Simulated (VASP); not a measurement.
# Nd2BeCl (Cmmm) in VASP: relaxation of cell and atoms with PBE

Aim: the relaxation of cell and atoms of Nd2BeCl with PBE.

All numbers are computed with VASP 6.6.1; they aren't measurements. Logs are shortened: lines on timing, memory, paths and dates and some standing lists are left out, and cuts for length are marked.

**1. The cell of the first run**

Symmetry: Cmmm, No. 65, orthorhombic system. Conventional cell: a = 5.712 Å, b = 8.069 Å, c = 4.198 Å, α = 90.00°, β = 90.00°, γ = 90.00°. Nd (site symmetry m2m) has 3 Cl at 2.40 to 3.29 Å and 2 Be at 2.66 Å and 3 Nd at 2.96 to 3.26 Å within 3.3 Å. Be (site symmetry mmm) has 4 Nd at 2.66 Å and 4 Cl at 3.54 Å within 3.6 Å. Cl (site symmetry mmm) has 6 Nd at 2.40 to 3.29 Å within 3.3 Å.

The cell was generated, and may not be a known phase.

**2. Relaxation of cell and atoms, PBE**

INCAR reads:

```
SYSTEM = Nd2BeCl
PREC = Accurate ; ENCUT = 600
EDIFF = 1E-7 ; ISMEAR = 0
SIGMA = 0.2 ; LREAL = .False.
LASPH = .True. ; NELM = 200
ALGO = Normal ; ISIF = 3
LWAVE = .False. ; LCHARG = .False.
GGA = PE ; IBRION = 2
NSW = 36 ; EDIFFG = -0.08
GGA_COMPAT = .False. ; NELMIN = 4
LMAXMIX = 6
```

KPOINTS reads:

```
regular mesh
0
Gamma
  4 4 5
  0 0 0
```

POSCAR reads:

```
Nd2BeCl
1.0
    2.8558603900     -4.0346652800      0.0000000000
    2.8558603900      4.0346652800      0.0000000000
    0.0000000000      0.0000000000      4.1976798900
Nd Be Cl
2 1 1
Direct
    0.7020468800      0.2979531200      0.0000000000
    0.2979531200      0.7020468800      0.0000000000
    0.5000000000      0.5000000000      0.5000000000
    0.0000000000      0.0000000000      0.0000000000
```

Potentials or basis: VASP PAW PBE potentials, release 64 (Nd_3, Be, Cl), 4f in core.

Launch:

```bash
$ cat potpaw_PBE.64/Nd_3/POTCAR potpaw_PBE.64/Be/POTCAR potpaw_PBE.64/Cl/POTCAR > POTCAR
$ mpirun -np 1 vasp_std > vasp.out
```

OUTCAR:

```text
SYSTEM = Nd2BeCl
   PREC = Accurate
   ENCUT = 600
   EDIFF = 1E-7
   ISMEAR = 0
   LREAL = .False.
   LASPH = .True.
   NELM = 200
   ISIF = 3
   GGA = PE
   IBRION = 2
   NSW = 36
   EDIFFG = -0.08
   NELMIN = 4

 ion  position               nearest neighbor table
   1  0.702  0.298  0.000-   4 2.40   3 2.66   3 2.66   2 2.96   2 2.96   2 3.26
   2  0.298  0.702  0.000-   4 2.40   3 2.66   3 2.66   1 2.96   1 2.96   1 3.26
   3  0.500  0.500  0.500-   1 2.66   2 2.66   1 2.66   2 2.66
   4  0.000  0.000  0.000-   1 2.40   2 2.40

  LATTYP: Found a base centered orthorhombic cell.
 ALAT       =     5.7117207800
 B/A-ratio  =     1.4127669875
 C/A-ratio  =     0.7349238612

  Lattice vectors:

 A1 = (   2.8558603900,  -4.0346652800,   0.0000000000)
 A2 = (   2.8558603900,   4.0346652800,   0.0000000000)
 A3 = (   0.0000000000,   0.0000000000,   4.1976798900)

Analysis of symmetry for initial positions (statically):
=====================================================================
 Subroutine PRICEL returns:
 Original cell was already a primitive cell.

 Routine SETGRP: Setting up the symmetry group for a
 base centered orthorhombic supercell.

 Subroutine GETGRP returns: Found  8 space group operations
 (whereof  8 operations were pure point group operations)
 out of a pool of  8 trial point group operations.

The static configuration has the point symmetry D_2h.

Analysis of symmetry for dynamics (positions and initial velocities):
=====================================================================
 Subroutine PRICEL returns:
 Original cell was already a primitive cell.

 Routine SETGRP: Setting up the symmetry group for a
 base centered orthorhombic supercell.

 Subroutine GETGRP returns: Found  8 space group operations
 (whereof  8 operations were pure point group operations)
 out of a pool of  8 trial point group operations.

The dynamic configuration has the point symmetry D_2h.

 Subroutine INISYM returns: Found  8 space group operations
 (whereof  8 operations are pure point group operations),
 and found     1 'primitive' translations

----------------------------------------------------------------------------------------

                                     Primitive cell

  volume of cell :      96.7350

  direct lattice vectors                    reciprocal lattice vectors
     2.855860390 -4.034665280  0.000000000     0.175078586 -0.123926017  0.000000000
     2.855860390  4.034665280  0.000000000     0.175078586  0.123926017  0.000000000
     0.000000000  0.000000000  4.197679890     0.000000000  0.000000000  0.238226836

  length of vectors
     4.943122747  4.943122747  4.197679890     0.214499812  0.214499812  0.238226836

  position of ions in fractional coordinates (direct lattice)
     0.702046880  0.297953120  0.000000000
     0.297953120  0.702046880  0.000000000
     0.500000000  0.500000000  0.500000000
     0.000000000  0.000000000  0.000000000

  ion indices of the primitive-cell ions
   primitive index   ion index
                 1           1
                 2           2
                 3           3
                 4           4

----------------------------------------------------------------------------------------

 KPOINTS: regular mesh

Automatic generation of k-mesh.
 Grid dimensions read from file:
 generate k-points for:    4    4    5

 Generating k-lattice:

  Cartesian coordinates                     Fractional coordinates (reciprocal lattice)
     0.043769647 -0.030981504  0.000000000     0.250000000  0.000000000  0.000000000
     0.043769647  0.030981504  0.000000000     0.000000000  0.250000000  0.000000000
     0.000000000  0.000000000  0.047645367     0.000000000  0.000000000  0.200000000

  Length of vectors
     0.053624953  0.053624953  0.047645367

  Shift w.r.t. Gamma in fractional coordinates (k-lattice)
     0.000000000  0.000000000  0.000000000

 Subroutine IBZKPT returns following result:
 ===========================================

 Found     21 irreducible k-points:

 Following reciprocal coordinates:
            Coordinates               Weight
  0.000000  0.000000  0.000000      1.000000
  0.250000 -0.000000  0.000000      4.000000
  0.500000 -0.000000  0.000000      2.000000
  0.250000  0.250000  0.000000      2.000000
  0.500000  0.250000  0.000000      4.000000
 -0.250000  0.250000  0.000000      2.000000
[... 13 lines left out ...]
 -0.250000  0.250000  0.400000      4.000000
  0.500000  0.500000  0.400000      2.000000
   k-points           NKPTS =     21   k-points in BZ     NKDIM =     21   number of bands    NBANDS=     19
   number of dos      NEDOS =    301   number of ions     NIONS =      4
   total plane-waves  NPLWV =  57600
   dimension x,y,z NGX =    40 NGY =   40 NGZ =   36
   dimension x,y,z NGXF=    80 NGYF=   80 NGZF=   72
   ions per type =               2   1   1
   NGX,Y,Z   is equivalent  to a cutoff of  13.45, 13.45, 14.26 a.u.
   NGXF,Y,Z  is equivalent  to a cutoff of  26.91, 26.91, 28.52 a.u.
 SYSTEM =  Nd2BeCl
   PREC   = accura    normal or accurate (medium, high low for compatibility)
   ISTART =      0    job   : 0-new  1-cont  2-samecut
   ICHARG =      2    charge: 1-file 2-atom 10-const
   ISPIN  =      1    spin polarized calculation?
   LNONCOLLINEAR =      F non collinear calculations
   LSORBIT =      F    spin-orbit coupling
   LASPH  =      T    aspherical Exc in radial PAW
   ENCUT  =  600.0 eV  44.10 Ry    6.64 a.u.   9.87  9.87  8.38*2*pi/ulx,y,z
   NELM   =    200;   NELMIN=  4; NELMDL= -5     # of ELM steps
   EDIFF  = 0.1E-06   stopping-criterion for ELM
   LREAL  =      F    real-space projection
   EDIFFG = -.8E-01   stopping-criterion for IOM
   NSW    =     36    number of steps for IOM
   IBRION =      2    ionic relax: 0-MD 1-quasi-New 2-CG
   NFREE  =      1    steps in history (QN), initial steepest desc. (CG)
   ISIF   =      3    stress and relaxation
   ISYM   =      2    0-nonsym 1-usesym 2-fastsym
   POTIM  = 0.5000    time-step for ionic-motion
   TEBEG  =    0.0;   TEEND  =   0.0 temperature during run
   PSTRESS=    0.0 pullay stress
   NELECT =      31.0000    total number of electrons
   NUPDOWN=      -1.0000    fix difference up-down
   EMIN   =  10.00;   EMAX   =-10.00  energy-range for DOS
   EFERMI =   0.00;   METHOD = LEGACY
   ISMEAR =     0;   SIGMA  =   0.20  broadening in eV -4-tet -1-fermi 0-gaus
   EFERMI_NEDOS =   21; number of points for ismear=-14 and -15
   IALGO  =     38    algorithm
   IMIX   =      4    mixing-type and parameters
     AMIX     =   0.40;   BMIX     =  1.00
     AMIX_MAG =   1.60;   BMIX_MAG =  1.00
  volume/ion in A,a.u.               =      24.18       163.20
  Fermi-wavevector in a.u.,A,eV,Ry     =   1.120299  2.117059 17.076276  1.255071
  Thomas-Fermi vector in A             =   2.256945
   LORBIT       =      0    0 simple, 1 ext, 2 COOP (PROOUT), +10 PAW based schemes
   GGA     = PE    functional components
   LHFCALC =     F    Hartree Fock is set to
   AEXX    =    0.0000 exact exchange contribution
   IVDW    =     0    specifies the selected vdW correction
   LEPSILON=     F    determine dielectric tensor
   LRPA    =     F    only Hartree local field effects (RPA)
 conjugate gradient relaxation of ions
 non-spin polarized calculation
 Gauss-broadening in eV      SIGMA  =   0.20
  energy-cutoff  :      600.00
  volume of cell :       96.74
 maximum number of plane-waves:      3250
   NGX = 19   NGY = 19   NGZ = 17

--------------------------------------- Ionic step        1  -------------------------------------------

 number of electron      30.9999999 magnetization

 Free energy of the ion-electron system (eV)
  ---------------------------------------------------
  ext. energy  EPLUGINS =         0.00000000
  ---------------------------------------------------
  free energy    TOTEN  =       -12.09637058 eV

  energy without entropy =      -12.00649218  energy(sigma->0) =      -12.05143138

 E-fermi :   4.0474     XC(G=0):  -9.5884

 val. band max:        4.0179815936   @ k =   0.5000   0.2500   0.2000
 cond. band min:       4.0689749507   @ k =   0.0000   0.0000   0.4000
 fundamental gap:      0.0509933571
 Fermi energy:         4.0474029323

 k-point     1 :       0.0000    0.0000    0.0000
  band No.  band energies     occupation
      1     -33.9368      2.00000
      2     -33.4176      2.00000
      3     -16.3993      2.00000
      4     -16.3454      2.00000
      5     -15.2736      2.00000
      6     -14.9331      2.00000
[... 11 lines left out ...]
     18       4.8093      0.00000
     19       5.6837      0.00000
[... 545 lines left out ...]
  FREE ENERGIE OF THE ION-ELECTRON SYSTEM (eV)
  ---------------------------------------------------
  free  energy   TOTEN  =       -13.7365316006 eV

  energy  without entropy=      -13.6005118680  energy(sigma->0) =      -13.66852173

[... ionic steps 4 to 22 ...]

--------------------------------------- Ionic step       23  -------------------------------------------

 number of electron      30.9999998 magnetization

------------------------ aborting loop because EDIFF is reached ----------------------------------------

  FORCE on cell =-STRESS in cart. coord.  units (eV):
  Direction    XX          YY          ZZ          XY          YZ          ZX
  --------------------------------------------------------------------------------------
  -------------------------------------------------------------------------------------
  Total       -0.7426619      0.4544384      0.1781832      0.0000000      0.0000000      0.0000000
  in kB       -8.9118507      5.4532044      2.1381767      0.0000000      0.0000000      0.0000000
  external PRESSURE =      -0.4401565 kB  Pullay stress =       0.0000000 kB
[... 61 lines left out ...]
  energy  without entropy=      -14.3950838661  energy(sigma->0) =      -14.46446926

--------------------------------------- Ionic step       25  -------------------------------------------

 number of electron      31.0000003 magnetization

 Free energy of the ion-electron system (eV)
  ---------------------------------------------------
  ext. energy  EPLUGINS =         0.00000000
  ---------------------------------------------------
  free energy    TOTEN  =       -14.54364544 eV

  energy without entropy =      -14.40920592  energy(sigma->0) =      -14.47642568

 E-fermi :   2.1837     XC(G=0):  -8.4791

 val. band max:        2.1731292872   @ k =   0.5000   0.5000   0.2000
 cond. band min:       2.2223140704   @ k =   0.5000   0.5000   0.2000
 fundamental gap:      0.0491847832
 Fermi energy:         2.1837457958

 k-point     1 :       0.0000    0.0000    0.0000
  band No.  band energies     occupation
      1     -36.0666      2.00000
      2     -36.0257      2.00000
      3     -17.5252      2.00000
      4     -17.4249      2.00000
      5     -17.2866      2.00000
      6     -16.9930      2.00000
[... 11 lines left out ...]
     18       4.0176      0.00000
     19       4.1500      0.00000
[... 469 lines left out ...]
  FREE ENERGIE OF THE ION-ELECTRON SYSTEM (eV)
  ---------------------------------------------------
  free  energy   TOTEN  =       -14.5436454408 eV

  energy  without entropy=      -14.4092059245  energy(sigma->0) =      -14.47642568

 reached required accuracy - stopping structural energy minimisation
```

Run time: 23 min. Hardware: 1 thread of AMD EPYC 7R43 (Zen 3), shared host; peak memory 0.22 GiB.

Results:

```
Free energy                           : -14.5436 eV
Relaxed volume                        : 32.53 Å³/atom
Relaxed cell                          : a = 6.286 Å, b = 6.286 Å, c = 3.475 Å, α = 90.00°, β = 90.00°, γ = 108.67°
Space group after relaxing (to 0.1 Å) : Cmmm (No. 65)
Energy gained by relaxing             : 611.8 meV/atom
Ionic steps                           : 25
Pressure after relaxing               : 0.1 GPa
Largest force after relaxing          : 0.037 eV/Å
Band gap on the k mesh                : zero (an odd number of electrons rules out a gap without spin polarisation)
```

Forces on the atoms (eV/Å):
```
Nd   0.000 -0.037  0.000
Nd   0.000  0.037  0.000
Be   0.000  0.000  0.000
Cl   0.000  0.000  0.000
```

Stress tensor (GPa, compression positive):
```
-0.07  0.00  0.00
 0.00  0.13  0.00
 0.00  0.00  0.18
```

Step by step:
```csv
step,energy change (eV),largest force (eV/Å),pressure (GPa),volume (Å³)
1,0.0000,2.7675,17.59,96.74
2,-1.4818,0.3747,-1.73,137.89
3,-1.6402,0.3762,1.42,122.18
4,-1.6427,0.4073,0.86,124.19
5,-1.6429,0.3997,1.02,123.60
6,-1.7268,0.5102,0.75,127.48
7,-1.9071,0.4889,0.01,139.19
8,-1.8458,0.5247,-0.56,162.94
9,-1.9532,0.2465,-0.38,148.01
10,-1.9951,0.1872,0.07,146.40
11,-2.0216,0.0788,0.76,144.04
12,-2.0399,0.1274,0.60,144.31
13,-2.0909,0.3136,0.12,145.01
14,-2.2157,0.5819,-0.70,145.81
15,-2.2792,0.3735,-1.76,144.88
16,-2.3074,0.4868,-1.28,145.81
17,-2.3167,0.4557,-1.44,145.65
18,-2.3347,0.3334,-1.38,143.93
19,-2.3355,0.3075,-1.36,143.55
20,-2.3602,0.2269,-0.89,141.25
21,-2.3778,0.0698,-0.04,137.63
22,-2.3928,0.0681,-0.06,136.61
23,-2.4291,0.0586,-0.04,133.52
24,-2.4375,0.0144,0.29,127.12
25,-2.4473,0.0372,0.08,130.11
```

Final structure:
```cif
data_structure
_symmetry_space_group_name_H-M 'P 1'
_symmetry_Int_Tables_number 1
_cell_length_a 6.2861
_cell_length_b 6.2861
_cell_length_c 3.4754
_cell_angle_alpha 90.000
_cell_angle_beta 90.000
_cell_angle_gamma 108.665
_cell_volume 130.11
loop_
_atom_site_label
_atom_site_type_symbol
_atom_site_fract_x
_atom_site_fract_y
_atom_site_fract_z
_atom_site_occupancy
Nd1 Nd 0.73661 0.26339 0.00000 1
Nd2 Nd 0.26339 0.73661 0.00000 1
Be1 Be 0.50000 0.50000 0.50000 1
Cl1 Cl 0.00000 0.00000 0.00000 1
```

Caveat: the volume moved by over 15 % at a fixed basis, so the end points are rough; spin-orbit coupling is left out, which moves the levels of the heavy elements; the 4f electrons are frozen in the core, so they carry no moment and show no levels; the run has no spin polarisation, though such a crystal can be magnetic; the relaxation stopped at a loose force limit of 0.08 eV/Å, so its end isn't a converged minimum.

The gap in the log of VASP goes by the Fermi energy; the results here count the filled bands.